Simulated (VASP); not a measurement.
Here is a VASP 6.6.1 calculation.

INCAR

```
SYSTEM = TaSi
PREC = Accurate
ENCUT = 520
EDIFF = 1E-6
ISMEAR = -1
SIGMA = 0.05
LREAL = .False.
LASPH = .True.
NELM = 100
ALGO = Normal
ISIF = 2
LWAVE = .False.
LCHARG = .False.
GGA = PS
NBANDS = 14
```

Contents of KPOINTS:

```
Automatic mesh
0
Gamma
  14 14 14
  0 0 0
```

The input POSCAR:

```
TaSi
1.0
    2.8387598148      0.0000000000      0.0000000000
    0.0000000000      2.8387598148      0.0000000000
    0.0000000000      0.0000000000      2.8387598148
Ta Si
1 1
Direct
    0.0000000000      0.0000000000      0.0000000000
    0.5000000000      0.5000000000      0.5000000000
```

Potentials or basis: VASP PAW PBE potentials, release 64 (Ta_pv, Si).

The run is started by

```sh
$ cat potpaw_PBE.64/Ta_pv/POTCAR potpaw_PBE.64/Si/POTCAR > POTCAR
$ mpirun -np 1 vasp_std > vasp.out
```

Problem. Predict the pressure.

Solution. 101.4 GPa.

Problem. Predict the band gap on the k mesh.

Solution. Zero (an odd number of electrons rules out a gap without spin polarisation).

Caveat: the cell stands under pressure; the PAW data sets were made with another functional, which shifts forces and pressure a little; spin-orbit coupling is left out, which moves the levels of the heavy elements.
